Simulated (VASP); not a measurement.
**NaCl: single point with r2SCAN**

NaCl:

```xyz
2
Lattice="0.0000 2.8601 2.8317 2.8317 0.0000 2.8317 2.8317 2.8601 0.0000" Properties=species:S:1:pos:R:3 pbc="T T T"
Na    0.0000    0.0000    0.0000
Cl    2.8317    2.8601    2.8317
```

This cell differs from its parent crystal: strain +0.0100 x Voigt [0, 1, 0, 0, 0, 0].

* Program: VASP 6.6.1
* Task: single point
* Functional: r2SCAN
* Potentials or basis: VASP PAW PBE potentials, release 64 (Na_pv, Cl)
* Cutoff: 520 eV
* k mesh: 8 × 8 × 8
* Occupations: gaussian, width 0.05 eV
* Spin: no spin polarisation

The pressure is -1.2 GPa and the band gap on the k mesh is 5.83 eV.

Stress tensor (GPa, compression positive):
```
-1.08  0.00  0.00
 0.00 -1.46  0.00
 0.00  0.00 -1.08
```

Levels at points of the mesh, in eV from the valence-band top:
```csv
k point,band 3,band 4,band 5,band 6,band 7,band 8,band 9,band 10,band 11,band 12
"(0.00, 0.00, 0.00)",-21.57,-13.18,-0.01,-0.01,0.00,5.83,11.68,11.76,11.76,13.89
"(0.50, 0.00, 0.00)",-21.57,-12.86,-1.86,-0.28,-0.26,7.90,11.42,11.66,11.76,15.82
"(0.50, 0.50, 0.00)",-21.57,-12.81,-1.63,-0.61,-0.58,8.37,8.61,12.07,15.61,15.75
"(0.50, 0.00, 0.50)",-21.57,-12.82,-1.63,-0.58,-0.58,8.38,8.65,11.97,15.75,15.75
```

It took 62 s on 1 thread of Intel(R) Xeon(R) 6975P-C (Granite Rapids) (shared host), peak memory 0.18 GiB.

Caveat: the cell differs from its parent crystal (strain +0.0100 x Voigt [0, 1, 0, 0, 0, 0]); the PAW data sets were made with another functional, which shifts forces and pressure a little. A k mesh can miss the band edges.
